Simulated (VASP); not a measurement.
Here is a VASP 6.6.1 calculation.

Contents of INCAR:

```
SYSTEM = Ga4O
ALGO = Normal
EDIFF = 1E-6
ENCUT = 520
GGA = PE
ISIF = 2
ISMEAR = 0
LASPH = .TRUE.
LCHARG = .TRUE.
LELF = .TRUE.
LREAL = .FALSE.
LVHAR = .TRUE.
LWAVE = .FALSE.
NBANDS = 37
NELM = 60
PREC = Accurate
SIGMA = 0.1
```

File KPOINTS:

```
k-points
0
G
  6 6 4
  0 0 0
```

POSCAR

```
Ga4O
1.0
    6.0053317635     -0.0000000036      0.0000000000
   -3.0026658786      5.2007698671      0.0000000000
    0.0000000000      0.0000000000      2.7786294585
Ga O
4 1
Direct
    0.1625743836      0.8374256164      0.5000000000
    0.1625743836      0.3251487672      0.5000000000
    0.6748512328      0.8374256164      0.5000000000
    0.6666666667      0.3333333333      0.5000000000
    0.3333333333      0.6666666667      0.0000000000
```

Potentials or basis: VASP PAW PBE potentials, release 64 (Ga_d, O).

The run is started by

```console
$ cat potpaw_PBE.64/Ga_d/POTCAR potpaw_PBE.64/O/POTCAR > POTCAR
$ mpirun -np 1 vasp_std > vasp.out
```

Task: What does it give for the largest force?

Result: 0.048 eV/Å.

Task: What does it give for the pressure?

Result: 0.1 GPa.

Task: What does it give for the band gap on the k mesh?

Result: Zero (bands 29 and 30 overlap by 1.08 eV).

Forces on the atoms (eV/Å):
```
Ga  -0.042  0.024  0.000
Ga   0.000 -0.048  0.000
Ga   0.042  0.024  0.000
Ga   0.000  0.000  0.000
O    0.000  0.000  0.000
```

Caveat: the k points lie up to 0.57 Å⁻¹ apart, too coarse for converged energies and pressures of a metal.
